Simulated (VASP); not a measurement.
Input of a VASP 6.6.1 run:

The input INCAR:

```
ALGO = Normal
EDIFF = 1E-7
EDIFFG = -0.04
ENCUT = 600
GGA = PE
GGA_COMPAT = False
IBRION = 2
ISIF = 3
ISMEAR = 0
LASPH = True
LCHARG = False
LREAL = False
LWAVE = False
NELM = 120
NELMIN = 4
NSW = 90
PREC = Accurate
SIGMA = 0.1
```

The input KPOINTS:

```
k-points
0
Gamma
  3 3 6
```

Contents of POSCAR:

```
P3C
1.0
    8.3526636540      0.0000000000      0.0000000000
   -4.1763318270      7.2336189136      0.0000000000
    0.0000000000      0.0000000000      3.6097771647
P C
6 2
Direct
    0.2480381528      0.4960763057      0.2500000000
    0.5039236943      0.7519618472      0.2500000000
    0.2480381528      0.7519618472      0.2500000000
    0.7519618472      0.5039236943      0.7500000000
    0.4960763057      0.2480381528      0.7500000000
    0.7519618472      0.2480381528      0.7500000000
    0.3333333333      0.6666666667      0.7500000000
    0.6666666667      0.3333333333      0.2500000000
```

Potentials or basis: VASP PAW PBE potentials, release 64 (P, C).

Command:

```bash
$ cat potpaw_PBE.64/P/POTCAR potpaw_PBE.64/C/POTCAR > POTCAR
$ mpirun -np 1 vasp_std > vasp.out
```

(1) What does it give for the band gap on the k mesh?

(2) Predict the relaxed cell.

(3) Predict the space group after relaxing (to 0.05 Å).

Answers

(1) zero (band 19 reaches 4.08 eV, above the bottom of band 20 at 0.83 eV).

(2) a = 8.408 Å, b = 8.408 Å, c = 3.383 Å, α = 90.00°, β = 90.00°, γ = 120.00°.

(3) P6_3/mmc (No. 194).
